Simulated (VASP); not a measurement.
Here is a VASP 6.6.1 calculation.

The input INCAR:

```
SYSTEM = CuGe
PREC = Accurate
ENCUT = 520
EDIFF = 1E-6
ISMEAR = 0
SIGMA = 0.1
LREAL = .FALSE.
LASPH = .TRUE.
NELM = 80
ALGO = Normal
ISIF = 2
LWAVE = .FALSE.
LCHARG = .FALSE.
GGA = PE
NBANDS = 20
```

Contents of KPOINTS:

```
Automatic mesh
0
G
  14 14 12
  0 0 0
```

The input POSCAR:

```
CuGe
1.0
    2.8365979254      0.0000000000      0.0000000000
    0.0000000000      2.8365979254      0.0000000000
    0.0000000000      0.0000000000      3.7457525591
Cu Ge
1 1
Direct
    0.5000000000      0.5000000000      0.5000000000
    0.0000000000      0.0000000000      0.0000000000
```

Potentials or basis: VASP PAW PBE potentials, release 64 (Cu, Ge_d).

Launch:

```console
$ cat potpaw_PBE.64/Cu/POTCAR potpaw_PBE.64/Ge_d/POTCAR > POTCAR
$ mpirun -np 1 vasp_std > vasp.out
```

Task: What does it give for the pressure?

Result: 0.2 GPa.

Stress tensor (GPa, compression positive):
```
0.17 0.00 0.00
0.00 0.17 0.00
0.00 0.00 0.26
```
